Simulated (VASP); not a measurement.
Wanted: the native input for a VASP 6.6.1 run.

```
Task                   : single point
Functional             : PBE
Potentials or basis    : VASP PAW PBE potentials, release 64 (Hf_pv, B)
Cutoff                 : 520 eV
k mesh                 : 18 × 18 × 10
Occupations            : gaussian, width 0.1 eV
Spin                   : no spin polarisation
Dipole correction      : no
Further INCAR settings : ALGO = Normal; EDIFF = 1e-06; NBANDS = 18
```

The structure of HfB3 lies in POSCAR:

```
HfB3
1.0
    3.0320596973      0.0000000000      0.0000000000
   -1.5160298486      2.6258407236      0.0000000000
    0.0000000000      0.0000000000      5.1373714448
Hf B
1 3
Direct
    0.0000000000      0.0000000000      0.5000000000
    0.0000000000      0.0000000000      0.0000000000
    0.3333333333      0.6666666667      0.1548238705
    0.3333333333      0.6666666667      0.8451761295
```

One way to write it, as run:

INCAR

```
SYSTEM = HfB3
PREC = Accurate
ENCUT = 520
EDIFF = 1E-6
ISMEAR = 0
SIGMA = 0.1
LREAL = .False.
LASPH = .True.
NELM = 80
ALGO = Normal
ISIF = 2
LWAVE = .False.
LCHARG = .True.
GGA = PE
LELF = .True.
LVHAR = .True.
NBANDS = 18
```

KPOINTS

```
regular mesh
0
Gamma
  18 18 10
  0 0 0
```

Potentials or basis: VASP PAW PBE potentials, release 64 (Hf_pv, B).

Launch:

```console
$ cat potpaw_PBE.64/Hf_pv/POTCAR potpaw_PBE.64/B/POTCAR > POTCAR
$ mpirun -np 1 vasp_std > vasp.out
```

It gave:

```json
{
  "Pressure": "-0.1 GPa",
  "Largest force": "0.026 eV/Å"
}
```

It took 3.5 min on 1 thread of AMD EPYC 7R43 64-Core Processor (Zen 3), with other jobs on the host, peak memory 0.23 GiB.
